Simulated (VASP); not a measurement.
# NaSe3 (Pm-3m) in VASP: further runs, part 2 of 2

VASP 6.6.1.

## 3. Relaxation of cell and atoms, PBE

The input, INCAR:

```
SYSTEM = NaSe3
  PREC = Accurate
  ENCUT = 600
  EDIFF = 1E-7
  ISMEAR = 0
  SIGMA = 0.1
  LREAL = .False.
  LASPH = .True.
  NELM = 100
  ALGO = Normal
  ISIF = 3
  LWAVE = .False.
  LCHARG = .False.
  GGA = PE
  IBRION = 2
  NSW = 100
  EDIFFG = -0.01
```

The input, KPOINTS:

```
Automatic mesh
0
Gamma
  10 10 10
  0 0 0
```

The input, POSCAR:

```
NaSe3
1.0
    4.4108159774      0.0000000000      0.0000000000
    0.0000000000      4.4108159774      0.0000000000
    0.0000000000      0.0000000000      4.4108159774
Na Se
1 3
Direct
    0.0000000000      0.0000000000      0.0000000000
    0.0000000000      0.5000000000      0.5000000000
    0.5000000000      0.0000000000      0.5000000000
    0.5000000000      0.5000000000      0.0000000000
```

Potentials or basis: VASP PAW PBE potentials, release 64 (Na_pv, Se).

The run is started by

```bash
$ cat potpaw_PBE.64/Na_pv/POTCAR potpaw_PBE.64/Se/POTCAR > POTCAR
$ mpirun -np 1 vasp_std > vasp.out
```

OUTCAR:

```text
SYSTEM = NaSe3
   PREC = Accurate
   ENCUT = 600
   EDIFF = 1E-7
   ISMEAR = 0
   LREAL = .False.
   LASPH = .True.
   NELM = 100
   ISIF = 3
   GGA = PE
   IBRION = 2
   NSW = 100
   EDIFFG = -0.01

 ion  position               nearest neighbor table
   1  0.000  0.000  0.000-
   2  0.000  0.500  0.500-
   3  0.500  0.000  0.500-
   4  0.500  0.500  0.000-

  LATTYP: Found a simple cubic cell.
 ALAT       =     4.4108159774

  Lattice vectors:

 A1 = (   4.4108159774,   0.0000000000,   0.0000000000)
 A2 = (   0.0000000000,   4.4108159774,   0.0000000000)
 A3 = (   0.0000000000,   0.0000000000,   4.4108159774)

Analysis of symmetry for initial positions (statically):
=====================================================================
 Subroutine PRICEL returns:
 Original cell was already a primitive cell.

 Routine SETGRP: Setting up the symmetry group for a
 simple cubic supercell.

 Subroutine GETGRP returns: Found 48 space group operations
 (whereof 48 operations were pure point group operations)
 out of a pool of 48 trial point group operations.

The static configuration has the point symmetry O_h .

Analysis of symmetry for dynamics (positions and initial velocities):
=====================================================================
 Subroutine PRICEL returns:
 Original cell was already a primitive cell.

 Routine SETGRP: Setting up the symmetry group for a
 simple cubic supercell.

 Subroutine GETGRP returns: Found 48 space group operations
 (whereof 48 operations were pure point group operations)
 out of a pool of 48 trial point group operations.

The dynamic configuration has the point symmetry O_h .

 Subroutine INISYM returns: Found 48 space group operations
 (whereof 48 operations are pure point group operations),
 and found     1 'primitive' translations

----------------------------------------------------------------------------------------

                                     Primitive cell

  volume of cell :      85.8137

  direct lattice vectors                    reciprocal lattice vectors
     4.410815977  0.000000000  0.000000000     0.226715421  0.000000000  0.000000000
     0.000000000  4.410815977  0.000000000     0.000000000  0.226715421  0.000000000
     0.000000000  0.000000000  4.410815977     0.000000000  0.000000000  0.226715421

  length of vectors
     4.410815977  4.410815977  4.410815977     0.226715421  0.226715421  0.226715421

  position of ions in fractional coordinates (direct lattice)
     0.000000000  0.000000000  0.000000000
     0.000000000  0.500000000  0.500000000
     0.500000000  0.000000000  0.500000000
     0.500000000  0.500000000  0.000000000

  ion indices of the primitive-cell ions
   primitive index   ion index
                 1           1
                 2           2
                 3           3
                 4           4

----------------------------------------------------------------------------------------

 KPOINTS: Automatic mesh

Automatic generation of k-mesh.
 Grid dimensions read from file:
 generate k-points for:   10   10   10

 Generating k-lattice:

  Cartesian coordinates                     Fractional coordinates (reciprocal lattice)
     0.022671542  0.000000000  0.000000000     0.100000000  0.000000000  0.000000000
     0.000000000  0.022671542  0.000000000     0.000000000  0.100000000  0.000000000
     0.000000000  0.000000000  0.022671542     0.000000000  0.000000000  0.100000000

  Length of vectors
     0.022671542  0.022671542  0.022671542

  Shift w.r.t. Gamma in fractional coordinates (k-lattice)
     0.000000000  0.000000000  0.000000000

 Subroutine IBZKPT returns following result:
 ===========================================

 Found     56 irreducible k-points:

 Following reciprocal coordinates:
            Coordinates               Weight
  0.000000  0.000000  0.000000      1.000000
  0.100000  0.000000  0.000000      6.000000
  0.200000  0.000000  0.000000      6.000000
  0.300000  0.000000  0.000000      6.000000
  0.400000  0.000000  0.000000      6.000000
  0.500000  0.000000  0.000000      3.000000
[... 16 lines left out ...]
  0.200000  0.100000  0.100000     24.000000
  0.300000  0.100000  0.100000     24.000000
 [... further k-points ...]
   k-points           NKPTS =     56   k-points in BZ     NKDIM =     56   number of bands    NBANDS=     16
   number of dos      NEDOS =    301   number of ions     NIONS =      4
   total plane-waves  NPLWV =  46656
   dimension x,y,z NGX =    36 NGY =   36 NGZ =   36
   dimension x,y,z NGXF=    72 NGYF=   72 NGZF=   72
   ions per type =               1   3
   NGX,Y,Z   is equivalent  to a cutoff of  13.57, 13.57, 13.57 a.u.
   NGXF,Y,Z  is equivalent  to a cutoff of  27.14, 27.14, 27.14 a.u.
 SYSTEM =  NaSe3
   PREC   = accura    normal or accurate (medium, high low for compatibility)
   ISTART =      0    job   : 0-new  1-cont  2-samecut
   ICHARG =      2    charge: 1-file 2-atom 10-const
   ISPIN  =      1    spin polarized calculation?
   LNONCOLLINEAR =      F non collinear calculations
   LSORBIT =      F    spin-orbit coupling
   LASPH  =      T    aspherical Exc in radial PAW
   ENCUT  =  600.0 eV  44.10 Ry    6.64 a.u.   8.81  8.81  8.81*2*pi/ulx,y,z
   NELM   =    100;   NELMIN=  2; NELMDL= -5     # of ELM steps
   EDIFF  = 0.1E-06   stopping-criterion for ELM
   LREAL  =      F    real-space projection
   EDIFFG = -.1E-01   stopping-criterion for IOM
   NSW    =    100    number of steps for IOM
   IBRION =      2    ionic relax: 0-MD 1-quasi-New 2-CG
   NFREE  =      1    steps in history (QN), initial steepest desc. (CG)
   ISIF   =      3    stress and relaxation
   ISYM   =      2    0-nonsym 1-usesym 2-fastsym
   POTIM  = 0.5000    time-step for ionic-motion
   TEBEG  =    0.0;   TEEND  =   0.0 temperature during run
   PSTRESS=    0.0 pullay stress
   NELECT =      25.0000    total number of electrons
   NUPDOWN=      -1.0000    fix difference up-down
   EMIN   =  10.00;   EMAX   =-10.00  energy-range for DOS
   EFERMI =   0.00;   METHOD = LEGACY
   ISMEAR =     0;   SIGMA  =   0.10  broadening in eV -4-tet -1-fermi 0-gaus
   EFERMI_NEDOS =   21; number of points for ismear=-14 and -15
   IALGO  =     38    algorithm
   IMIX   =      4    mixing-type and parameters
     AMIX     =   0.40;   BMIX     =  1.00
     AMIX_MAG =   1.60;   BMIX_MAG =  1.00
  volume/ion in A,a.u.               =      21.45       144.77
  Fermi-wavevector in a.u.,A,eV,Ry     =   1.085265  2.050854 16.024951  1.177801
  Thomas-Fermi vector in A             =   2.221375
   LORBIT       =      0    0 simple, 1 ext, 2 COOP (PROOUT), +10 PAW based schemes
   GGA     = PE    functional components
   LHFCALC =     F    Hartree Fock is set to
   AEXX    =    0.0000 exact exchange contribution
   IVDW    =     0    specifies the selected vdW correction
   LEPSILON=     F    determine dielectric tensor
   LRPA    =     F    only Hartree local field effects (RPA)
 conjugate gradient relaxation of ions
 non-spin polarized calculation
 Gauss-broadening in eV      SIGMA  =   0.10
  energy-cutoff  :      600.00
  volume of cell :       85.81
 maximum number of plane-waves:      2897
 NGX is ok and might be reduce to    36
   NGX = 17   NGY = 17   NGZ = 17

 number of electron      25.0000017 magnetization

 Free energy of the ion-electron system (eV)
  ---------------------------------------------------
  ext. energy  EPLUGINS =         0.00000000
  ---------------------------------------------------
  free energy    TOTEN  =       -11.97971705 eV

  energy without entropy =      -11.96762914  energy(sigma->0) =      -11.97367310

 E-fermi :   3.9209     XC(G=0):  -9.7072

 val. band max:        3.8868834236   @ k =   0.4000   0.2000   0.0000
 cond. band min:       3.9273815864   @ k =   0.5000   0.4000   0.3000
 fundamental gap:      0.0404981628
 Fermi energy:         3.9209072062

 k-point     1 :       0.0000    0.0000    0.0000
  band No.  band energies     occupation
      1     -19.8319      2.00000
      2     -19.8319      2.00000
      3     -19.8319      2.00000
      4     -10.9370      2.00000
      5      -7.6057      2.00000
      6      -7.6057      2.00000
[... 8 lines left out ...]
     15       5.2020      0.00000
     16       6.1298      0.00000
[... 419 lines left out ...]
 k-point    24 :       0.3000    0.1000    0.1000
  band No.  band energies     occupation
      1     -19.8360      2.00000
      2     -19.8320      2.00000
      3     -19.8319      2.00000
      4     -10.3922      2.00000
      5      -8.4316      2.00000
      6      -7.6963      2.00000
[... 8 lines left out ...]
     15       4.7986      0.00000
     16       8.0093      0.00000

 [... further k-points ...]
[... 5 lines left out ...]
  --------------------------------------------------------------------------------------
  -------------------------------------------------------------------------------------
  Total        0.0218227      0.0218227      0.0218227     -0.0000000     -0.0000000      0.0000000
  in kB        0.4074389      0.4074389      0.4074389     -0.0000000     -0.0000000      0.0000000
  external PRESSURE =       0.4074389 kB  Pullay stress =       0.0000000 kB

 VOLUME and BASIS-vectors are now :
 -----------------------------------------------------------------------------
  energy-cutoff  :      600.00
  volume of cell :       85.81
      direct lattice vectors                 reciprocal lattice vectors
     4.410815977  0.000000000  0.000000000     0.226715421  0.000000000  0.000000000
     0.000000000  4.410815977  0.000000000     0.000000000  0.226715421  0.000000000
     0.000000000  0.000000000  4.410815977     0.000000000  0.000000000  0.226715421

 POSITION                                       TOTAL-FORCE (eV/Angst)
 -----------------------------------------------------------------------------------
      0.00000      0.00000      0.00000         0.000000      0.000000      0.000000
      0.00000      2.20541      2.20541         0.000000      0.000000      0.000000
      2.20541      0.00000      2.20541         0.000000      0.000000      0.000000
      2.20541      2.20541      0.00000         0.000000      0.000000      0.000000
 -----------------------------------------------------------------------------------
    total drift:                                0.000000      0.000000      0.000000

  FREE ENERGIE OF THE ION-ELECTRON SYSTEM (eV)
  ---------------------------------------------------
  free  energy   TOTEN  =       -11.9797170547 eV

  energy  without entropy=      -11.9676291434  energy(sigma->0) =      -11.97367310

 reached required accuracy - stopping structural energy minimisation
```

CONTCAR:

```text
NaSe3
   1.00000000000000
     4.4108159774000004    0.0000000000000000    0.0000000000000000
     0.0000000000000000    4.4108159774000004    0.0000000000000000
     0.0000000000000000    0.0000000000000000    4.4108159774000004
  Na              Se
     1     3
Direct
     0.0000000000000000    0.0000000000000000    0.0000000000000000
     0.0000000000000000    0.5000000000000000    0.5000000000000000
     0.5000000000000000    0.0000000000000000    0.5000000000000000
     0.5000000000000000    0.5000000000000000    0.0000000000000000

  0.00000000E+00  0.00000000E+00  0.00000000E+00
  0.00000000E+00  0.00000000E+00  0.00000000E+00
  0.00000000E+00  0.00000000E+00  0.00000000E+00
  0.00000000E+00  0.00000000E+00  0.00000000E+00
```

It took 40 s on 1 thread of Intel Xeon Platinum 8488C (Sapphire Rapids), shared host; peak memory 0.25 GiB.

Results:

- Free energy: -11.9797 eV
- Pressure after relaxing: 0.0 GPa
- Band gap on the k mesh: zero (an odd number of electrons rules out a gap without spin polarisation)

Final structure:
```xyz
4
Lattice="4.4108 0.0000 0.0000 0.0000 4.4108 0.0000 0.0000 0.0000 4.4108" Properties=species:S:1:pos:R:3 pbc="T T T"
Na    0.0000    0.0000    0.0000
Se    0.0000    2.2054    2.2054
Se    2.2054    0.0000    2.2054
Se    2.2054    2.2054    0.0000
```

Levels at points of the mesh, in eV from the Fermi level:
```csv
k point,band 11,band 12,band 13,band 14,band 15,band 16
"(0.00, 0.00, 0.00)",-0.69,-0.69,1.28,1.28,1.28,2.21
"(0.50, 0.00, 0.00)",-2.16,-1.85,-1.82,0.69,0.69,5.08
"(0.50, 0.50, 0.00)",-2.14,-2.02,-2.02,1.43,1.61,5.80
"(0.50, 0.50, 0.50)",1.56,1.56,1.69,1.69,1.69,2.21
```

Caveat: the relaxation stopped at its first step, so nothing moved; an odd number of electrons without spin polarisation forces a metal; a magnetic or distorted state may lie lower.

The gap in the log of VASP goes by the Fermi energy; the results here count the filled bands.